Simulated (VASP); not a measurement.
Set up this calculation in VASP 6.6.1, as the native input.

```
Task                   : single point
Functional             : PBE
Potentials or basis    : VASP PAW PBE potentials, release 64 (Sr_sv, Os)
Cutoff                 : 520 eV
k mesh                 : 10 × 10 × 10
Occupations            : gaussian, width 0.1 eV
Spin                   : no spin polarisation
Dipole correction      : no
Further INCAR settings : ALGO = Fast; EDIFF = 1e-06; NBANDS = 27
```

The structure of Sr3Os lies in POSCAR:

```
Sr3Os
1.0
    5.0021771502      0.0000000000      0.0000000000
    0.0000000000      5.0021771502      0.0000000000
    0.0000000000      0.0000000000      5.0021771502
Sr Os
3 1
Direct
    0.0000000000      0.5000000000      0.5000000000
    0.5000000000      0.0000000000      0.5000000000
    0.5000000000      0.5000000000      0.0000000000
    0.0000000000      0.0000000000      0.0000000000
```

The input as run:

INCAR

```
SYSTEM = Sr3Os
PREC     = Accurate       ! precision mode
ENCUT    = 520            ! plane-wave cutoff, eV
EDIFF    = 1E-6           ! SCF threshold, eV
ISMEAR   = 0              ! smearing method
SIGMA    = 0.1            ! smearing width, eV
LREAL    = .False.        ! projectors in reciprocal space
LASPH    = .True.         ! aspherical terms in the spheres
NELM     = 80             ! most SCF steps
ALGO     = Fast           ! electronic algorithm
ISIF     = 2              ! what is computed and relaxed
LWAVE    = .False.        ! write WAVECAR
LCHARG   = .False.        ! write CHGCAR
GGA      = PE             ! functional
NBANDS   = 27             ! bands
```

KPOINTS

```
Automatic mesh
0
Gamma
  10 10 10
  0 0 0
```

Potentials or basis: VASP PAW PBE potentials, release 64 (Sr_sv, Os).

Command:

```bash
$ cat potpaw_PBE.64/Sr_sv/POTCAR potpaw_PBE.64/Os/POTCAR > POTCAR
$ mpirun -np 1 vasp_std > vasp.out
```

Results of the run:

| Quantity | Value |
| --- | --- |
| Pressure | 0.1 GPa |
| Band gap on the k mesh | zero (bands 19 and 20 overlap by 1.35 eV) |

Caveat: spin-orbit coupling is left out, which moves the levels of the heavy elements.

Wall time 8.3 min on 1 thread of Intel Xeon 8259CL, on a shared host, peak memory 0.36 GiB.
